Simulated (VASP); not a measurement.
Runs of VASP 6.6.1 on NaCl. The structure is that of space group Fm-3m (No. 225), or close to it. The cells are those of the table. 

```csv
task,cell,k mesh for the DOS,occupations for the DOS,gap on the mesh (eV),pressure (GPa)
single point,"a = 4.001 Å, angles 60.0°, 2 atoms",-,-,5.07,0.5
single point,"a = 4.081 Å, angles 60.0°, 2 atoms",-,-,4.85,(a)
single point,"a = 4.054 Å, angles 60.0°, 2 atoms",-,-,4.92,-0.5
single point,"a = 3.973 Å, angles 60.0°, 2 atoms",-,-,(b),(c)
```

Alike in all rows: level PBE; potentials or basis VASP PAW PBE potentials, release 64 (Na_pv, Cl); no spin polarisation; k mesh 10 × 10 × 10; cutoff (eV) 520; smearing gaussian 0.05 eV.

Question: Fill in the values left out.

Answer: (a) -0.9; (b) 5.15; (c) 1.0.

A k mesh can miss the band edges.
